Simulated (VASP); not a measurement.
The system is MgRh.

```
Mg Rh
1.0
     3.09920    0.00000    0.00000
     0.00000    3.09920    0.00000
     0.00000    0.00000    3.09920
Mg Rh
1 1
Cartesian
  0.0000 0.0000 0.0000
  1.5496 1.5496 1.5496
```

| Item | Value |
| --- | --- |
| Program | VASP 6.6.1 |
| Task | relaxation of cell and atoms |
| Functional | LDA |
| Potentials or basis | VASP PAW LDA potentials, release 64 (Mg, Rh_pv) |
| Cutoff | 600 eV |
| k mesh | 14 × 14 × 14 |
| Occupations | gaussian, width 0.1 eV |
| Spin | no spin polarisation |

At the start: pressure -6.7 GPa; volume 14.88 Å³/atom.

Task: How do energy, volume and symmetry change on relaxing?

Result: Over 3 steps the energy falls by 17.0 meV/atom and the volume is 14.12 Å³/atom (-5.2 %); space group Pm-3m (No. 221, to 0.05 Å).

Step by step:
```tsv
step	energy change (eV)	largest force (eV/Å)	pressure (GPa)	volume (Å³)
1	0.0000	0.0000	-6.74	29.77
2	-0.0146	0.0000	6.02	27.15
3	-0.0340	0.0000	-0.04	28.23
```

Final structure:
```xyz
2
Lattice="3.0449 0.0000 0.0000 0.0000 3.0449 0.0000 0.0000 0.0000 3.0449" Properties=species:S:1:pos:R:3 pbc="T T T"
Mg    0.0000    0.0000    0.0000
Rh    1.5225    1.5225    1.5225
```
